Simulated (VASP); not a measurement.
# Re in VASP: a series of runs

Runs on Re. Level: PBEsol. Tasks: single point.

Everything below comes from runs of VASP 6.6.1. Logs are shortened: lines on timing, memory, paths and dates and some standing lists are left out, and cuts for length are marked.

**1. The cell of the first run**

The structure is hexagonal, space group P6_3/mmc (No. 194). Conventional cell: a = 2.766 Å, b = 2.766 Å, c = 8.939 Å, α = 90.00°, β = 90.00°, γ = 120.00°. Within 3.6 Å of Re (site symmetry -6m2) lie 12 Re at 2.75 to 2.77 Å. Within 3.6 Å of Re (site symmetry -3m) lie 12 Re at 2.75 to 2.77 Å.

**2. Single point, PBEsol**

The input, INCAR:

```
SYSTEM = Re
  PREC = Accurate
  ENCUT = 520
  EDIFF = 1E-6
  ISMEAR = -1
  SIGMA = 0.05
  LREAL = .FALSE.
  LASPH = .TRUE.
  NELM = 80
  ALGO = Normal
  ISIF = 2
  LWAVE = .FALSE.
  LCHARG = .FALSE.
  GGA = PS
  NBANDS = 22
```

The input, KPOINTS:

```
Automatic mesh
0
G
  8 8 2
  0 0 0
```

The input, POSCAR:

```
Re
1.0
    2.7663873939      0.0000000000      0.0000000000
   -1.3831936969      2.3957617598      0.0000000000
    0.0000000000      0.0000000000      8.9388451600
Re
4
Direct
    0.6666666667      0.3333333333      0.7500000000
    0.0000000000      0.0000000000      0.5000000000
    0.3333333333      0.6666666667      0.2500000000
    0.0000000000      0.0000000000      0.0000000000
```

Potentials or basis: VASP PAW PBE potentials, release 64 (Re).

Launch:

```console
$ cat potpaw_PBE.64/Re/POTCAR > POTCAR
$ mpirun -np 1 vasp_std > vasp.out
```

OUTCAR:

```text
SYSTEM = Re
   PREC = Accurate
   ENCUT = 520
   EDIFF = 1E-6
   ISMEAR = -1
   LREAL = .FALSE.
   LASPH = .TRUE.
   NELM = 80
   ISIF = 2
   GGA = PS

 ion  position               nearest neighbor table
   1  0.667  0.333  0.750-   2 2.75   4 2.75   2 2.75   4 2.75   2 2.75   4 2.75
   2  0.000  0.000  0.500-   1 2.75   3 2.75   3 2.75   1 2.75   1 2.75   3 2.75
   3  0.333  0.667  0.250-   2 2.75   4 2.75   2 2.75   4 2.75   2 2.75   4 2.75
   4  0.000  0.000  0.000-   1 2.75   3 2.75   3 2.75   1 2.75   1 2.75   3 2.75

  LATTYP: Found a hexagonal cell.
 ALAT       =     2.7663873939
 C/A-ratio  =     3.2312340563

  Lattice vectors:

 A1 = (   2.7663873939,   0.0000000000,   0.0000000000)
 A2 = (  -1.3831936969,   2.3957617598,   0.0000000000)
 A3 = (   0.0000000000,   0.0000000000,   8.9388451600)

Analysis of symmetry for initial positions (statically):
=====================================================================
 Subroutine PRICEL returns:
 Original cell was already a primitive cell.

 Routine SETGRP: Setting up the symmetry group for a
 hexagonal supercell.

 Subroutine GETGRP returns: Found 24 space group operations
 (whereof 12 operations were pure point group operations)
 out of a pool of 24 trial point group operations.

The static configuration has the point symmetry D_3d.
 The point group associated with its full space group is D_6h.

Analysis of symmetry for dynamics (positions and initial velocities):
=====================================================================
 Subroutine PRICEL returns:
 Original cell was already a primitive cell.

 Routine SETGRP: Setting up the symmetry group for a
 hexagonal supercell.

 Subroutine GETGRP returns: Found 24 space group operations
 (whereof 12 operations were pure point group operations)
 out of a pool of 24 trial point group operations.

The dynamic configuration has the point symmetry D_3d.
 The point group associated with its full space group is D_6h.

 Subroutine INISYM returns: Found 24 space group operations
 (whereof 12 operations are pure point group operations),
 and found     1 'primitive' translations

----------------------------------------------------------------------------------------

                                     Primitive cell

  volume of cell :      59.2431

  direct lattice vectors                    reciprocal lattice vectors
     2.766387394  0.000000000  0.000000000     0.361482272  0.208701887  0.000000000
    -1.383193697  2.395761760  0.000000000     0.000000000  0.417403774  0.000000000
     0.000000000  0.000000000  8.938845160     0.000000000  0.000000000  0.111871274

  length of vectors
     2.766387394  2.766387394  8.938845160     0.417403774  0.417403774  0.111871274

  position of ions in fractional coordinates (direct lattice)
     0.666666667  0.333333333  0.750000000
     0.000000000  0.000000000  0.500000000
     0.333333333  0.666666667  0.250000000
     0.000000000  0.000000000  0.000000000

  ion indices of the primitive-cell ions
   primitive index   ion index
                 1           1
                 2           2
                 3           3
                 4           4

----------------------------------------------------------------------------------------

 KPOINTS: Automatic mesh

Automatic generation of k-mesh.
 Grid dimensions read from file:
 generate k-points for:    8    8    2

 Generating k-lattice:

  Cartesian coordinates                     Fractional coordinates (reciprocal lattice)
     0.045185284  0.026087736  0.000000000     0.125000000  0.000000000  0.000000000
     0.000000000  0.052175472  0.000000000     0.000000000  0.125000000  0.000000000
     0.000000000  0.000000000  0.055935637     0.000000000  0.000000000  0.500000000

  Length of vectors
     0.052175472  0.052175472  0.055935637

  Shift w.r.t. Gamma in fractional coordinates (k-lattice)
     0.000000000  0.000000000  0.000000000

 Subroutine IBZKPT returns following result:
 ===========================================

 Found     20 irreducible k-points:

 Following reciprocal coordinates:
            Coordinates               Weight
  0.000000  0.000000  0.000000      1.000000
  0.125000  0.000000  0.000000      6.000000
  0.250000  0.000000  0.000000      6.000000
  0.375000 -0.000000  0.000000      6.000000
  0.500000  0.000000  0.000000      3.000000
  0.125000  0.125000  0.000000      6.000000
[... 12 lines left out ...]
  0.250000  0.250000  0.500000      6.000000
  0.375000  0.250000  0.500000      6.000000
   k-points           NKPTS =     20   k-points in BZ     NKDIM =     20   number of bands    NBANDS=     22
   number of dos      NEDOS =    301   number of ions     NIONS =      4
   total plane-waves  NPLWV =  40320
   dimension x,y,z NGX =    24 NGY =   24 NGZ =   70
   dimension x,y,z NGXF=    48 NGYF=   48 NGZF=  140
   ions per type =               4
   NGX,Y,Z   is equivalent  to a cutoff of  14.42, 14.42, 13.02 a.u.
   NGXF,Y,Z  is equivalent  to a cutoff of  28.85, 28.85, 26.04 a.u.
 SYSTEM =  Re
   PREC   = accura    normal or accurate (medium, high low for compatibility)
   ISTART =      0    job   : 0-new  1-cont  2-samecut
   ICHARG =      2    charge: 1-file 2-atom 10-const
   ISPIN  =      1    spin polarized calculation?
   LNONCOLLINEAR =      F non collinear calculations
   LSORBIT =      F    spin-orbit coupling
   LASPH  =      T    aspherical Exc in radial PAW
   ENCUT  =  520.0 eV  38.22 Ry    6.18 a.u.   5.14  5.14 16.62*2*pi/ulx,y,z
   NELM   =     80;   NELMIN=  2; NELMDL= -5     # of ELM steps
   EDIFF  = 0.1E-05   stopping-criterion for ELM
   LREAL  =      F    real-space projection
   EDIFFG = 0.1E-04   stopping-criterion for IOM
   NSW    =      0    number of steps for IOM
   IBRION =     -1    ionic relax: 0-MD 1-quasi-New 2-CG
   NFREE  =      0    steps in history (QN), initial steepest desc. (CG)
   ISIF   =      2    stress and relaxation
   ISYM   =      2    0-nonsym 1-usesym 2-fastsym
   POTIM  = 0.5000    time-step for ionic-motion
   TEBEG  =    0.0;   TEEND  =   0.0 temperature during run
   PSTRESS=    0.0 pullay stress
   NELECT =      28.0000    total number of electrons
   NUPDOWN=      -1.0000    fix difference up-down
   EMIN   =  10.00;   EMAX   =-10.00  energy-range for DOS
   EFERMI =   0.00;   METHOD = LEGACY
   ISMEAR =    -1;   SIGMA  =   0.05  broadening in eV -4-tet -1-fermi 0-gaus
   EFERMI_NEDOS =   21; number of points for ismear=-14 and -15
   IALGO  =     38    algorithm
   IMIX   =      4    mixing-type and parameters
     AMIX     =   0.40;   BMIX     =  1.00
     AMIX_MAG =   1.60;   BMIX_MAG =  1.00
  volume/ion in A,a.u.               =      14.81        99.95
  Fermi-wavevector in a.u.,A,eV,Ry     =   1.275209  2.409796 22.125236  1.626159
  Thomas-Fermi vector in A             =   2.407934
   LORBIT       =      0    0 simple, 1 ext, 2 COOP (PROOUT), +10 PAW based schemes
   GGA     = PS    functional components
   LHFCALC =     F    Hartree Fock is set to
   AEXX    =    0.0000 exact exchange contribution
   IVDW    =     0    specifies the selected vdW correction
   LEPSILON=     F    determine dielectric tensor
   LRPA    =     F    only Hartree local field effects (RPA)
 non-spin polarized calculation
  energy-cutoff  :      520.00
  volume of cell :       59.24
 maximum number of plane-waves:      1609
 NGX is ok and might be reduce to    24
   NGX = 11   NGY = 11   NGZ = 33

 number of electron      27.9999999 magnetization

 Free energy of the ion-electron system (eV)
  ---------------------------------------------------
  ext. energy  EPLUGINS =         0.00000000
  ---------------------------------------------------
  free energy    TOTEN  =       -53.46027233 eV

  energy without entropy =      -53.44484440  energy(sigma->0) =      -53.45255837

 E-fermi :   7.7726     XC(G=0): -13.7842

 val. band max:        7.6566419423   @ k =   0.2500   0.0000   0.0000
 cond. band min:       7.7863638777   @ k =   0.1250   0.0000   0.0000
 fundamental gap:      0.1297219354
 Fermi energy:         7.7725977460

 k-point     1 :       0.0000    0.0000    0.0000
  band No.  band energies     occupation
      1      -2.2161      2.00000
      2       0.0652      2.00000
      3       0.1861      2.00000
      4       1.0576      2.00000
      5       5.1959      2.00000
      6       5.2888      2.00000
[... 14 lines left out ...]
     21      10.2133      0.00000
     22      10.2133      0.00000

 k-point     2 :       0.1250    0.0000    0.0000
  band No.  band energies     occupation
      1      -1.5954      2.00000
      2       0.6306      2.00000
      3       0.7416      2.00000
      4       1.6376      2.00000
      5       4.5355      2.00000
      6       4.8943      2.00000
[... 14 lines left out ...]
     21      10.1212      0.00000
     22      10.3543      0.00000

 k-point     3 :       0.2500    0.0000    0.0000
  band No.  band energies     occupation
      1      -0.0437      2.00000
      2       1.5726      2.00000
      3       1.6479      2.00000
      4       2.5951      2.00000
      5       3.8629      2.00000
      6       4.0922      2.00000
[... 14 lines left out ...]
     21      10.8993      0.00000
     22      10.9423      0.00000

 k-point     4 :       0.3750   -0.0000    0.0000
  band No.  band energies     occupation
      1       1.0764      2.00000
      2       1.3826      2.00000
      3       1.7941      2.00000
      4       2.4404      2.00000
      5       3.2988      2.00000
      6       3.4457      2.00000
[... 14 lines left out ...]
     21      11.6904      0.00000
     22      11.8072      0.00000

 k-point     5 :       0.5000    0.0000    0.0000
  band No.  band energies     occupation
      1       1.0692      2.00000
      2       1.1106      2.00000
      3       1.6865      2.00000
      4       2.4414      2.00000
      5       2.9825      2.00000
      6       3.4815      2.00000
[... 14 lines left out ...]
     21      12.1770      0.00000
     22      12.2035      0.00000

 k-point     6 :       0.1250    0.1250    0.0000
  band No.  band energies     occupation
      1      -0.4733      2.00000
      2       1.4921      2.00000
      3       1.5743      2.00000
      4       2.5737      2.00000
      5       3.9500      2.00000
      6       4.4111      2.00000
[... 14 lines left out ...]
     21      10.4575      0.00000
     22      10.7714      0.00000

 k-point     7 :       0.2500    0.1250    0.0000
  band No.  band energies     occupation
      1       1.1775      2.00000
      2       1.9416      2.00000
      3       2.0983      2.00000
      4       2.9101      2.00000
      5       3.6504      2.00000
      6       3.9172      2.00000
[... 224 lines left out ...]
      6       4.0228      2.00000
[... 14 lines left out ...]
     21      11.0595      0.00000
     22      11.0595      0.00000

 k-point    17 :       0.2500    0.1250    0.5000
  band No.  band energies     occupation
      1       1.3915      2.00000
      2       1.3915      2.00000
      3       2.7916      2.00000
      4       2.7916      2.00000
      5       3.3905      2.00000
      6       3.3905      2.00000
[... 14 lines left out ...]
     21      11.4706      0.00000
     22      11.4706      0.00000

 k-point    18 :       0.3750    0.1250    0.5000
  band No.  band energies     occupation
      1       1.9230      2.00000
      2       1.9230      2.00000
      3       2.1903      2.00000
      4       2.1903      2.00000
      5       2.8371      2.00000
      6       2.8371      2.00000
[... 14 lines left out ...]
     21      13.1843      0.00000
     22      13.1843      0.00000

 k-point    19 :       0.2500    0.2500    0.5000
  band No.  band energies     occupation
      1       2.5221      2.00000
      2       2.5221      2.00000
      3       2.6478      2.00000
      4       2.6478      2.00000
      5       3.9573      2.00000
      6       3.9573      2.00000
[... 14 lines left out ...]
     21      13.3828      0.00000
     22      13.3828      0.00000

 k-point    20 :       0.3750    0.2500    0.5000
  band No.  band energies     occupation
      1       2.5817      2.00000
      2       2.5817      2.00000
      3       3.0005      2.00000
      4       3.0005      2.00000
      5       3.6221      2.00000
      6       3.6221      2.00000
[... 14 lines left out ...]
     21      14.8203      0.00000
     22      14.8224      0.00000

------------------------ aborting loop because EDIFF is reached ----------------------------------------

  FORCE on cell =-STRESS in cart. coord.  units (eV):
  Direction    XX          YY          ZZ          XY          YZ          ZX
  --------------------------------------------------------------------------------------
  -------------------------------------------------------------------------------------
  Total       -2.3363395     -2.3363395     -2.9318633     -0.0000000     -0.0000000      0.0000000
  in kB      -63.1842007    -63.1842007    -79.2896060     -0.0000000     -0.0000000      0.0000000
  external PRESSURE =     -68.5526691 kB  Pullay stress =       0.0000000 kB

 VOLUME and BASIS-vectors are now :
 -----------------------------------------------------------------------------
  energy-cutoff  :      520.00
  volume of cell :       59.24
      direct lattice vectors                 reciprocal lattice vectors
     2.766387394  0.000000000  0.000000000     0.361482272  0.208701887  0.000000000
    -1.383193697  2.395761760  0.000000000     0.000000000  0.417403774  0.000000000
     0.000000000  0.000000000  8.938845160     0.000000000  0.000000000  0.111871274

 POSITION                                       TOTAL-FORCE (eV/Angst)
 -----------------------------------------------------------------------------------
      1.38319      0.79859      6.70413        -0.000000     -0.000000     -0.000000
      0.00000      0.00000      4.46942        -0.000000      0.000000     -0.000000
     -0.00000      1.59717      2.23471         0.000000      0.000000      0.000000
      0.00000      0.00000      0.00000        -0.000000      0.000000     -0.000000
 -----------------------------------------------------------------------------------
    total drift:                               -0.000000      0.000000      0.000000

  FREE ENERGIE OF THE ION-ELECTRON SYSTEM (eV)
  ---------------------------------------------------
  free  energy   TOTEN  =       -53.4602723287 eV

  energy  without entropy=      -53.4448444018  energy(sigma->0) =      -53.45255837
```

Run time: 22 s. Hardware: 1 thread of AMD EPYC 9R45 (Zen 5), shared host; peak memory 0.16 GiB.

What came out:

| Quantity | Value |
| --- | --- |
| Free energy | -53.4603 eV |
| Pressure | -6.9 GPa |
| Band gap on the k mesh | zero (band 14 reaches 8.88 eV, above the bottom of band 15 at 6.60 eV) |

Caveat: the PAW data sets were made with another functional, which shifts forces and pressure a little; spin-orbit coupling is left out, which moves the levels of the heavy elements.

**3. Single point, PBEsol**

The input, INCAR:

```
SYSTEM = Re
PREC = Accurate
ENCUT = 520
EDIFF = 1E-6
ISMEAR = -1
SIGMA = 0.05
LREAL = .False.
LASPH = .True.
NELM = 80
ALGO = Fast
ISIF = 2
LWAVE = .False.
LCHARG = .False.
GGA = PS
NBANDS = 22
```

The input, KPOINTS:

```
Automatic mesh
0
Gamma
  9 9 3
  0 0 0
```

POSCAR: that of step 2 with these lines changed.

```diff
@@ -2,4 +2,4 @@
 1.0
-    2.7663873939      0.0000000000      0.0000000000
-   -1.3831936969      2.3957617598      0.0000000000
+    2.7663873939      0.0553277479      0.0000000000
+   -1.3352784617      2.3680978859      0.0000000000
     0.0000000000      0.0000000000      8.9388451600
```

Potentials or basis: VASP PAW PBE potentials, release 64 (Re).

Launch:

```console
$ cat potpaw_PBE.64/Re/POTCAR > POTCAR
$ mpirun -np 1 vasp_std > vasp.out
```

Run time: 64 s. Hardware: 1 thread of Intel Xeon 6975P-C (Granite Rapids), shared host; peak memory 0.23 GiB.

Results (log left out):

- Free energy: -53.4146 eV
- Pressure: -6.3 GPa
- Largest force: 0.091 eV/Å
- Band gap on the k mesh: zero (band 14 reaches 8.72 eV, above the bottom of band 15 at 6.78 eV)

Forces in eV/Å, atoms in the order of the input:
```
Re  -0.091  0.004  0.000
Re   0.000  0.000  0.000
Re   0.091 -0.004  0.000
Re   0.000  0.000  0.000
```

Stress tensor (GPa, compression positive):
```
-5.53 -7.32  0.00
-7.32 -4.92  0.00
 0.00  0.00 -8.47
```

Levels at points of the mesh, in eV from the Fermi level:
| k point | band 10 | band 11 | band 12 | band 13 | band 14 | band 15 | band 16 | band 17 | band 18 | band 19 |
| --- | --- | --- | --- | --- | --- | --- | --- | --- | --- | --- |
| (0.00, 0.00, 0.00) | -1.70 | -1.56 | -1.56 | -1.54 | -0.83 | -0.74 | 0.42 | 0.44 | 0.76 | 1.31 |

Caveat: the PAW data sets were made with another functional, which shifts forces and pressure a little; spin-orbit coupling is left out, which moves the levels of the heavy elements.
